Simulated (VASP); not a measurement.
InAs (rocksalt type):

```
In As
1.0
     0.00000    2.73389    2.73389
     2.73389    0.00000    2.73389
     2.73389    2.73389    0.00000
In As
1 1
Direct
  0.00000 0.00000 0.00000
  0.50000 0.50000 0.50000
```

* Program: VASP 6.6.1
* Task: relaxation of cell and atoms
* Functional: PBE
* Potentials or basis: VASP PAW PBE potentials, release 64 (In_d, As)
* Cutoff: 600 eV
* k mesh: 10 × 10 × 10
* Occupations: fermi-dirac, width 0.05 eV
* Spin: no spin polarisation

At the start: pressure 13.5 GPa; volume 20.43 Å³/atom.

Q: How do energy, volume and symmetry change on relaxing?

A: Over 5 steps the energy falls by 121.2 meV/atom and the volume is 23.76 Å³/atom (+16.3 %); space group Fm-3m (No. 225, to 0.1 Å) before and after.

Step by step:
```tsv
step	energy change (eV)	largest force (eV/Å)	pressure (GPa)	volume (Å³)
1	0.0000	0.0000	13.50	40.87
2	-0.1767	0.0000	-4.40	51.92
3	-0.2425	0.0000	0.04	47.51
4	-0.2424	0.0000	-0.14	47.65
5	-0.2425	0.0000	0.02	47.52
```

Final structure:
```
In As
1.0
     0.00000    2.87480    2.87480
     2.87480    0.00000    2.87480
     2.87480    2.87480    0.00000
In As
1 1
Direct
  0.00000 0.00000 0.00000
  0.50000 0.50000 0.50000
```

Caveat: the volume moved by over 15 % at a fixed basis, so the end points are rough.
